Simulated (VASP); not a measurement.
# Ta (P6_3/mmc) in VASP: a series of runs

Runs on Ta. Level: r2SCAN. Tasks: single point, relaxation of cell and atoms.

Program: VASP 6.6.1. These are calculated values, not measurements. Logs are shortened: lines on timing, memory, paths and dates and some standing lists are left out, and cuts for length are marked.

## (1) The cell of the first run

Symmetry: P6_3/mmc, No. 194, hexagonal system. The conventional cell has a = 3.233 Å, b = 3.233 Å, c = 8.806 Å, α = 90.00°, β = 90.00°, γ = 120.00°. Within 2.5 Å of Ta (site symmetry -6m2) lie 3 Ta at 1.87 Å. Within 2.5 Å of Ta (site symmetry -6m2) lie 3 Ta at 1.87 Å.

This isn't the form of Ta at room conditions, which is bcc.

## (2) Single point, r2SCAN

POSCAR

```
Ta
1.0
    3.2332056251      0.0000000000      0.0000000000
   -1.6166028125      2.8000382069      0.0000000000
    0.0000000000      0.0000000000      8.8058852390
Ta
4
Direct
    0.0000000000      0.0000000000      0.2500000000
    0.0000000000      0.0000000000      0.7500000000
    0.3333333333      0.6666666667      0.7500000000
    0.6666666667      0.3333333333      0.2500000000
```

INCAR.step1

```
PREC     = Accurate       # precision mode
ENCUT    = 520            # plane-wave cutoff, eV
ISMEAR   = 0              # smearing method
SIGMA    = 0.1            # smearing width, eV
LREAL    = F              # projectors in reciprocal space
LASPH    = T              # aspherical terms in the spheres
NELM     = 80             # most SCF steps
NBANDS   = 30             # bands
GGA      = PE             # functional
ALGO     = Normal         # electronic algorithm
EDIFF    = 1E-4           # SCF threshold, eV
LWAVE    = T              # write WAVECAR
LCHARG   = F              # write CHGCAR
```

INCAR.step2

```
PREC     = Accurate       # precision mode
ENCUT    = 520            # plane-wave cutoff, eV
EDIFF    = 1E-7           # SCF threshold, eV
ISMEAR   = 0              # smearing method
SIGMA    = 0.1            # smearing width, eV
LREAL    = F              # projectors in reciprocal space
LASPH    = T              # aspherical terms in the spheres
NELM     = 80             # most SCF steps
ALGO     = Normal         # electronic algorithm
ISIF     = 2              # what is computed and relaxed
LWAVE    = F              # write WAVECAR
LCHARG   = T              # write CHGCAR
METAGGA  = R2SCAN         # meta-GGA
LMIXTAU  = T            
LELF     = T              # ELF
LVHAR    = T            
NBANDS   = 30             # bands
ISTART   = 1
```

KPOINTS

```
regular mesh
0
Gamma
  6 6 2
```

Potentials or basis: VASP PAW PBE potentials, release 64 (Ta_pv).

On the command line:

```console
> cat potpaw_PBE.64/Ta_pv/POTCAR > POTCAR
> cp INCAR.step1 INCAR
> mpirun -np 1 vasp_std > vasp.out
> cp INCAR.step2 INCAR
> mpirun -np 1 vasp_std > vasp.out
```

OUTCAR:

```text
PREC = Accurate
   ENCUT = 520
   EDIFF = 1E-7
   ISMEAR = 0
   LREAL = F
   LASPH = T
   NELM = 80
   ISIF = 2
   METAGGA = R2SCAN
   ISTART = 1

 ion  position               nearest neighbor table
   1  0.000  0.000  0.250-   4 1.87   4 1.87   4 1.87
   2  0.000  0.000  0.750-   3 1.87   3 1.87   3 1.87
   3  0.333  0.667  0.750-   2 1.87   2 1.87   2 1.87
   4  0.667  0.333  0.250-   1 1.87   1 1.87   1 1.87

  LATTYP: Found a hexagonal cell.
 ALAT       =     3.2332056251
 C/A-ratio  =     2.7235772357

  Lattice vectors:

 A1 = (   3.2332056251,   0.0000000000,   0.0000000000)
 A2 = (  -1.6166028125,   2.8000382069,   0.0000000000)
 A3 = (   0.0000000000,   0.0000000000,   8.8058852390)

Analysis of symmetry for initial positions (statically):
=====================================================================
 Subroutine PRICEL returns:
 Original cell was already a primitive cell.

 Routine SETGRP: Setting up the symmetry group for a
 hexagonal supercell.

 Subroutine GETGRP returns: Found 24 space group operations
 (whereof 12 operations were pure point group operations)
 out of a pool of 24 trial point group operations.

The static configuration has the point symmetry D_3d.
 The point group associated with its full space group is D_6h.

Analysis of symmetry for dynamics (positions and initial velocities):
=====================================================================
 Subroutine PRICEL returns:
 Original cell was already a primitive cell.

 Routine SETGRP: Setting up the symmetry group for a
 hexagonal supercell.

 Subroutine GETGRP returns: Found 24 space group operations
 (whereof 12 operations were pure point group operations)
 out of a pool of 24 trial point group operations.

The dynamic configuration has the point symmetry D_3d.
 The point group associated with its full space group is D_6h.

 Subroutine INISYM returns: Found 24 space group operations
 (whereof 12 operations are pure point group operations),
 and found     1 'primitive' translations

----------------------------------------------------------------------------------------

                                     Primitive cell

  volume of cell :      79.7206

  direct lattice vectors                    reciprocal lattice vectors
     3.233205625  0.000000000  0.000000000     0.309290567  0.178568992  0.000000000
    -1.616602813  2.800038207  0.000000000     0.000000000  0.357137984  0.000000000
     0.000000000  0.000000000  8.805885239     0.000000000  0.000000000  0.113560417

  length of vectors
     3.233205625  3.233205625  8.805885239     0.357137984  0.357137984  0.113560417

  position of ions in fractional coordinates (direct lattice)
     0.000000000  0.000000000  0.250000000
     0.000000000  0.000000000  0.750000000
     0.333333333  0.666666667  0.750000000
     0.666666667  0.333333333  0.250000000

  ion indices of the primitive-cell ions
   primitive index   ion index
                 1           1
                 2           2
                 3           3
                 4           4

----------------------------------------------------------------------------------------

 KPOINTS: regular mesh

Automatic generation of k-mesh.
 Grid dimensions read from file:
 generate k-points for:    6    6    2

 Generating k-lattice:

  Cartesian coordinates                     Fractional coordinates (reciprocal lattice)
     0.051548428  0.029761499  0.000000000     0.166666667 -0.000000000  0.000000000
     0.000000000  0.059522997  0.000000000     0.000000000  0.166666667  0.000000000
     0.000000000  0.000000000  0.056780209     0.000000000  0.000000000  0.500000000

  Length of vectors
     0.059522997  0.059522997  0.056780209

  Shift w.r.t. Gamma in fractional coordinates (k-lattice)
     0.000000000  0.000000000  0.000000000

 Subroutine IBZKPT returns following result:
 ===========================================

 Found     14 irreducible k-points:

 Following reciprocal coordinates:
            Coordinates               Weight
  0.000000  0.000000  0.000000      1.000000
  0.166667  0.000000  0.000000      6.000000
  0.333333  0.000000  0.000000      6.000000
  0.500000  0.000000  0.000000      3.000000
  0.166667  0.166667  0.000000      6.000000
  0.333333  0.166667  0.000000     12.000000
  0.333333  0.333333  0.000000      2.000000
  0.000000  0.000000  0.500000      1.000000
  0.166667  0.000000  0.500000      6.000000
  0.333333  0.000000  0.500000      6.000000
  0.500000  0.000000  0.500000      3.000000
  0.166667  0.166667  0.500000      6.000000
  0.333333  0.166667  0.500000     12.000000
  0.333333  0.333333  0.500000      2.000000
   k-points           NKPTS =     14   k-points in BZ     NKDIM =     14   number of bands    NBANDS=     30
   number of dos      NEDOS =    301   number of ions     NIONS =      4
   total plane-waves  NPLWV =  40320
   dimension x,y,z NGX =    24 NGY =   24 NGZ =   70
   dimension x,y,z NGXF=    48 NGYF=   48 NGZF=  140
   ions per type =               4
   NGX,Y,Z   is equivalent  to a cutoff of  12.34, 12.34, 13.22 a.u.
   NGXF,Y,Z  is equivalent  to a cutoff of  24.68, 24.68, 26.43 a.u.
 SYSTEM =  unknown system
   PREC   = accura    normal or accurate (medium, high low for compatibility)
   ISTART =      1    job   : 0-new  1-cont  2-samecut
   ICHARG =      0    charge: 1-file 2-atom 10-const
   ISPIN  =      1    spin polarized calculation?
   LNONCOLLINEAR =      F non collinear calculations
   LSORBIT =      F    spin-orbit coupling
   LASPH  =      T    aspherical Exc in radial PAW
   ENCUT  =  520.0 eV  38.22 Ry    6.18 a.u.   6.01  6.01 16.37*2*pi/ulx,y,z
   NELM   =     80;   NELMIN=  2; NELMDL=  0     # of ELM steps
   EDIFF  = 0.1E-06   stopping-criterion for ELM
   LREAL  =      F    real-space projection
   EDIFFG = 0.1E-05   stopping-criterion for IOM
   NSW    =      0    number of steps for IOM
   IBRION =     -1    ionic relax: 0-MD 1-quasi-New 2-CG
   NFREE  =      0    steps in history (QN), initial steepest desc. (CG)
   ISIF   =      2    stress and relaxation
   ISYM   =      2    0-nonsym 1-usesym 2-fastsym
   POTIM  = 0.5000    time-step for ionic-motion
   TEBEG  =    0.0;   TEEND  =   0.0 temperature during run
   PSTRESS=    0.0 pullay stress
   NELECT =      44.0000    total number of electrons
   NUPDOWN=      -1.0000    fix difference up-down
   EMIN   =  10.00;   EMAX   =-10.00  energy-range for DOS
   EFERMI =   0.00;   METHOD = LEGACY
   ISMEAR =     0;   SIGMA  =   0.10  broadening in eV -4-tet -1-fermi 0-gaus
   EFERMI_NEDOS =   21; number of points for ismear=-14 and -15
   IALGO  =     38    algorithm
   IMIX   =      4    mixing-type and parameters
     AMIX     =   0.40;   BMIX     =  1.00
     AMIX_MAG =   1.60;   BMIX_MAG =  1.00
  volume/ion in A,a.u.               =      19.93       134.50
  Fermi-wavevector in a.u.,A,eV,Ry     =   1.342875  2.537666 24.535570  1.803314
  Thomas-Fermi vector in A             =   2.470994
   LORBIT       =      0    0 simple, 1 ext, 2 COOP (PROOUT), +10 PAW based schemes
   METAGGA = R2SCAN    functional components
   LHFCALC =     F    Hartree Fock is set to
   AEXX    =    0.0000 exact exchange contribution
   IVDW    =     0    specifies the selected vdW correction
   LEPSILON=     F    determine dielectric tensor
   LRPA    =     F    only Hartree local field effects (RPA)
 non-spin polarized calculation
 Gauss-broadening in eV      SIGMA  =   0.10
  energy-cutoff  :      520.00
  volume of cell :       79.72
 maximum number of plane-waves:      2184
   NGX = 13   NGY = 13   NGZ = 33

 number of electron      44.0000005 magnetization

 Free energy of the ion-electron system (eV)
  ---------------------------------------------------
  ext. energy  EPLUGINS =         0.00000000
  ---------------------------------------------------
  free energy    TOTEN  =      -147.57381149 eV

  energy without entropy =     -147.55894958  energy(sigma->0) =     -147.56638054

 E-fermi :   3.5488     XC(G=0): -11.7004

 val. band max:        3.3280694771   @ k =   0.1667   0.1667   0.0000
 cond. band min:       3.5702725718   @ k =   0.3333   0.1667   0.0000
 fundamental gap:      0.2422030947
 Fermi energy:         3.5487628928

 k-point     1 :       0.0000    0.0000    0.0000
  band No.  band energies     occupation
      1     -37.4620      2.00000
      2     -37.4620      2.00000
      3     -37.4619      2.00000
      4     -37.4619      2.00000
      5     -33.0784      2.00000
      6     -33.0697      2.00000
[... 22 lines left out ...]
     29      10.0272      0.00000
     30      10.0272      0.00000

 k-point     2 :       0.1667    0.0000    0.0000
  band No.  band energies     occupation
      1     -37.6899      2.00000
      2     -37.6897      2.00000
      3     -36.9469      2.00000
      4     -36.9467      2.00000
      5     -32.8548      2.00000
      6     -32.8467      2.00000
[... 22 lines left out ...]
     29      11.1095      0.00000
     30      11.2062      0.00000

 k-point     3 :       0.3333    0.0000    0.0000
  band No.  band energies     occupation
      1     -38.0936      2.00000
      2     -38.0934      2.00000
      3     -35.8220      2.00000
      4     -35.8218      2.00000
      5     -32.2580      2.00000
      6     -32.2515      2.00000
[... 22 lines left out ...]
     29      11.1924      0.00000
     30      12.0060      0.00000

 k-point     4 :       0.5000    0.0000    0.0000
  band No.  band energies     occupation
      1     -38.2752      2.00000
      2     -38.2749      2.00000
      3     -35.1948      2.00000
      4     -35.1946      2.00000
      5     -31.7544      2.00000
      6     -31.7510      2.00000
[... 22 lines left out ...]
     29       9.5876      0.00000
     30       9.6594      0.00000

 k-point     5 :       0.1667    0.1667    0.0000
  band No.  band energies     occupation
      1     -38.1109      2.00000
      2     -38.1108      2.00000
      3     -35.9204      2.00000
      4     -35.9203      2.00000
      5     -32.4366      2.00000
      6     -32.4296      2.00000
[... 22 lines left out ...]
     29      10.4219      0.00000
     30      10.8023      0.00000
[... 196 lines left out ...]
     29       9.5521      0.00000
     30       9.5521      0.00000

 k-point    12 :       0.1667    0.1667    0.5000
  band No.  band energies     occupation
      1     -38.1108      2.00000
      2     -38.1108      2.00000
      3     -35.9203      2.00000
      4     -35.9203      2.00000
      5     -32.4331      2.00000
      6     -32.4331      2.00000
[... 22 lines left out ...]
     29      10.7623      0.00000
     30      10.7623      0.00000

 k-point    13 :       0.3333    0.1667    0.5000
  band No.  band energies     occupation
      1     -38.5217      2.00000
      2     -38.5217      2.00000
      3     -34.4975      2.00000
      4     -34.4975      2.00000
      5     -31.7564      2.00000
      6     -31.7564      2.00000
[... 22 lines left out ...]
     29       9.7277      0.00000
     30       9.7277      0.00000

 k-point    14 :       0.3333    0.3333    0.5000
  band No.  band energies     occupation
      1     -38.8025      2.00000
      2     -38.8025      2.00000
      3     -32.2454      2.00000
      4     -32.2454      2.00000
      5     -32.2289      2.00000
      6     -32.2289      2.00000
[... 22 lines left out ...]
     29       9.4573      0.00000
     30       9.4573      0.00000

------------------------ aborting loop because EDIFF is reached ----------------------------------------

  FORCE on cell =-STRESS in cart. coord.  units (eV):
  Direction    XX          YY          ZZ          XY          YZ          ZX
  --------------------------------------------------------------------------------------
  -------------------------------------------------------------------------------------
  Total      142.5174524    142.5174524     -3.6600195      0.0000000      0.0000000     -0.0000000
  in kB     2864.2328969   2864.2328967    -73.5569436      0.0000001      0.0000000     -0.0000000
  external PRESSURE =    1884.9696167 kB  Pullay stress =       0.0000000 kB

 VOLUME and BASIS-vectors are now :
 -----------------------------------------------------------------------------
  energy-cutoff  :      520.00
  volume of cell :       79.72
      direct lattice vectors                 reciprocal lattice vectors
     3.233205625  0.000000000  0.000000000     0.309290567  0.178568992  0.000000000
    -1.616602813  2.800038207  0.000000000     0.000000000  0.357137984  0.000000000
     0.000000000  0.000000000  8.805885239     0.000000000  0.000000000  0.113560417

 POSITION                                       TOTAL-FORCE (eV/Angst)
 -----------------------------------------------------------------------------------
      0.00000      0.00000      2.20147         0.000000     -0.000000     -0.000000
      0.00000      0.00000      6.60441        -0.000000      0.000000     -0.000000
     -0.00000      1.86669      6.60441         0.000000      0.000000     -0.000000
      1.61660      0.93335      2.20147        -0.000000      0.000000      0.000000
 -----------------------------------------------------------------------------------
    total drift:                                0.000000     -0.000000      0.000000

  FREE ENERGIE OF THE ION-ELECTRON SYSTEM (eV)
  ---------------------------------------------------
  free  energy   TOTEN  =      -147.5738114944 eV

  energy  without entropy=     -147.5589495802  energy(sigma->0) =     -147.56638054
```

It took 2.1 min on 1 thread of Intel Xeon Platinum 8259CL at 2.50GHz (Skylake/Cascade Lake), shared host; peak memory 0.2 GiB.

What came out:

```yaml
Free_energy: -147.5738 eV
Pressure: 188.5 GPa
Band_gap_on_the_k_mesh: zero (bands 22 and 23 overlap by 3.41 eV)
```

Caveat: the k points lie up to 0.37 Å⁻¹ apart, too coarse for converged energies and pressures of a metal; atoms lie so close that the PAW spheres overlap strongly, which falsifies energies and pressures; the PAW data sets were made with another functional, which shifts forces and pressure a little; spin-orbit coupling is left out, which moves the levels of the heavy elements.

## (3) Single point, r2SCAN

This run uses another cell than the first one, of 21.79 Å³/atom.

POSCAR

```
Ta
1.0
    4.6200224683      0.0000000000      0.0000000000
   -2.3100112341      4.0010568236      0.0000000000
    0.0000000000      0.0000000000      4.7152010731
Ta
4
Direct
    0.0000000000      0.0000000000      0.2500000000
    0.0000000000      0.0000000000      0.7500000000
    0.3333333333      0.6666666667      0.7500000000
    0.6666666667      0.3333333333      0.2500000000
```

INCAR.step1

```
SYSTEM = Ta
ALGO = Normal
EDIFF = 1E-4
ENCUT = 520
GGA = PE
ISMEAR = 0
LASPH = .True.
LCHARG = .False.
LREAL = .False.
LWAVE = .True.
NBANDS = 30
NELM = 100
PREC = Accurate
SIGMA = 0.1
```

INCAR.step2

```
SYSTEM = Ta
ALGO = Normal
EDIFF = 1E-6
ENCUT = 520
ISIF = 2
ISMEAR = 0
ISTART = 1
LASPH = .True.
LCHARG = .False.
LMIXTAU = .True.
LREAL = .False.
LWAVE = .False.
METAGGA = R2SCAN
NBANDS = 30
NELM = 100
PREC = Accurate
SIGMA = 0.1
```

KPOINTS

```
k-points
0
Gamma
  6 6 2
  0 0 0
```

Potentials or basis: VASP PAW PBE potentials, release 64 (Ta_pv).

On the command line:

```console
> cat potpaw_PBE.64/Ta_pv/POTCAR > POTCAR
> cp INCAR.step1 INCAR
> mpirun -np 1 vasp_std > vasp.out
> cp INCAR.step2 INCAR
> mpirun -np 1 vasp_std > vasp.out
```

Run time: 1.9 min. Hardware: 1 thread of Intel Xeon Platinum 8259CL at 2.50GHz (Skylake/Cascade Lake), shared host; peak memory 0.22 GiB.

The run converged. Its results:

```
Free energy            : -187.2207 eV
Pressure               : 0.7 GPa
Band gap on the k mesh : zero (bands 22 and 23 overlap by 0.47 eV)
```

Stress tensor (GPa, compression positive):
```
0.40 0.00 0.00
0.00 0.40 0.00
0.00 0.00 1.36
```

Levels at points of the mesh, in eV from the Fermi level:
```tsv
k point	band 20	band 21	band 22	band 23	band 24	band 25
(0.00, 0.00, 0.00)	-0.36	-0.36	-0.19	-0.19	1.14	1.14
(0.50, 0.00, 0.00)	-0.97	-0.83	-0.42	-0.18	0.13	2.00
(0.00, 0.00, 0.50)	0.12	0.12	0.12	0.34	0.34	1.98
(0.50, 0.00, 0.50)	-1.80	-0.95	-0.95	0.47	0.47	1.91
```

Caveat: the k points lie up to 0.67 Å⁻¹ apart; the PAW data sets were made with another functional, which shifts forces and pressure a little; spin-orbit coupling is left out, which moves the levels of the heavy elements.

## (4) Single point, r2SCAN

This run uses another cell than the first one, of 22.07 Å³/atom.

POSCAR

```
Ta
1.0
    4.6192336766      0.0000000000      0.0000000000
   -2.3096168383      4.0003737100      0.0000000000
    0.0000000000      0.0000000000      4.7763837641
Ta
4
Direct
    0.0000000000      0.0000000000      0.2500000000
    0.0000000000      0.0000000000      0.7500000000
    0.3333333333      0.6666666667      0.7500000000
    0.6666666667      0.3333333333      0.2500000000
```

INCAR.step1

```
SYSTEM = Ta
  PREC = Accurate
  ENCUT = 520
  ISMEAR = 0
  SIGMA = 0.1
  LREAL = .FALSE.
  LASPH = .TRUE.
  NELM = 80
  NBANDS = 30
  GGA = PE
  ALGO = Normal
  EDIFF = 1E-4
  LWAVE = .TRUE.
  LCHARG = .FALSE.
```

INCAR.step2

```
SYSTEM = Ta
  PREC = Accurate
  ENCUT = 520
  EDIFF = 1E-6
  ISMEAR = 0
  SIGMA = 0.1
  LREAL = .FALSE.
  LASPH = .TRUE.
  NELM = 80
  ALGO = Normal
  ISIF = 2
  LWAVE = .FALSE.
  LCHARG = .FALSE.
  METAGGA = R2SCAN
  LMIXTAU = .TRUE.
  NBANDS = 30
  ISTART = 1
```

KPOINTS

```
regular mesh
0
G
  6 6 4
  0 0 0
```

On the command line:

```console
> cat potpaw_PBE.64/Ta_pv/POTCAR > POTCAR
> cp INCAR.step1 INCAR
> mpirun -np 1 vasp_std > vasp.out
> cp INCAR.step2 INCAR
> mpirun -np 1 vasp_std > vasp.out
```

It took 2.7 min on 1 thread of Intel Xeon Platinum 8259CL at 2.50GHz (Skylake/Cascade Lake), shared host; peak memory 0.23 GiB.

It converged, with:

```yaml
Free_energy: -187.4329 eV
Pressure: 0.5 GPa
Band_gap_on_the_k_mesh: zero (bands 22 and 23 overlap by 0.67 eV)
```

Stress tensor (GPa, compression positive):
```
0.31 0.00 0.00
0.00 0.31 0.00
0.00 0.00 0.87
```

Levels at points of the mesh, in eV from the Fermi level:
```csv
k point,band 19,band 20,band 21,band 22,band 23,band 24,band 25,band 26
"(0.00, 0.00, 0.00)",-0.90,-0.32,-0.32,-0.19,-0.19,1.16,1.16,1.34
"(0.50, 0.00, 0.00)",-1.40,-0.96,-0.84,-0.41,-0.15,0.11,2.06,2.44
"(0.00, 0.00, 0.50)",0.27,0.27,0.27,0.27,0.34,0.34,2.05,2.05
"(0.50, 0.00, 0.50)",-1.70,-1.70,-0.87,-0.87,0.46,0.46,2.03,2.03
```

Caveat: the PAW data sets were made with another functional, which shifts forces and pressure a little; spin-orbit coupling is left out, which moves the levels of the heavy elements.

(Continued in part 2 of 2.)
